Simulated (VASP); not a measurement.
Wanted: the native input for a VASP 6.6.1 run.

- Task: single point
- Functional: LDA
- Potentials or basis: VASP PAW LDA potentials, release 64 (In_d, As, Ga_d, Sb)
- Cutoff: 520 eV
- k mesh: 4 × 4 × 2
- Occupations: fermi-dirac, width 0.05 eV
- Spin: no spin polarisation
- Dipole correction: no
- Further INCAR settings: ALGO = Normal; EDIFF = 1e-06; NBANDS = 36

The structure of In2GaSbAs2 lies in POSCAR:

```
In2GaSbAs2
1.0
    3.0566970000     -3.0566970000      0.0000000000
    0.0000000000      3.0566970000     -3.0566970000
    6.0829950000      6.0829950000      6.0829950000
In As Ga Sb
2 2 1 1
Direct
    0.9958510000      0.9945760000      0.0019770000
    0.3335650000      0.6718660000      0.3327770000
    0.9987110000      0.9988680000      0.2450610000
    0.3324100000      0.6688620000      0.5843510000
    0.6621060000      0.3277600000      0.6678530000
    0.6688600000      0.3290430000      0.9169830000
```

The input as run:

INCAR

```
ALGO     = Normal         # electronic algorithm
EDIFF    = 1E-6           # SCF threshold, eV
ENCUT    = 520            # plane-wave cutoff, eV
ISIF     = 2              # what is computed and relaxed
ISMEAR   = -1             # smearing method
LASPH    = True           # aspherical terms in the spheres
LCHARG   = False          # write CHGCAR
LREAL    = False          # projectors in reciprocal space
LWAVE    = False          # write WAVECAR
NBANDS   = 36             # bands
NELM     = 100            # most SCF steps
PREC     = Accurate       # precision mode
SIGMA    = 0.05           # smearing width, eV
```

KPOINTS

```
k-points
0
Gamma
  4 4 2
```

Potentials or basis: VASP PAW LDA potentials, release 64 (In_d, As, Ga_d, Sb).

The run is started by

```sh
$ cat potpaw_LDA.64/In_d/POTCAR potpaw_LDA.64/As/POTCAR potpaw_LDA.64/Ga_d/POTCAR potpaw_LDA.64/Sb/POTCAR > POTCAR
$ mpirun -np 1 vasp_std > vasp.out
```

Results of the run:

The pressure is -0.3 GPa and the largest force is 1.003 eV/Å. The band gap on the k mesh is 0.05 eV.

Caveat: semilocal functionals underestimate gaps, and a narrow one can read as zero; spin-orbit coupling is left out, which moves the levels of the heavy elements; forces of over 1 eV/Å act on the atoms, so gaps and moduli don't describe the material at rest.

Wall time 84 s on 1 thread of Intel(R) Xeon(R) Platinum 8559C (Emerald Rapids) (shared host), peak memory 0.3 GiB.
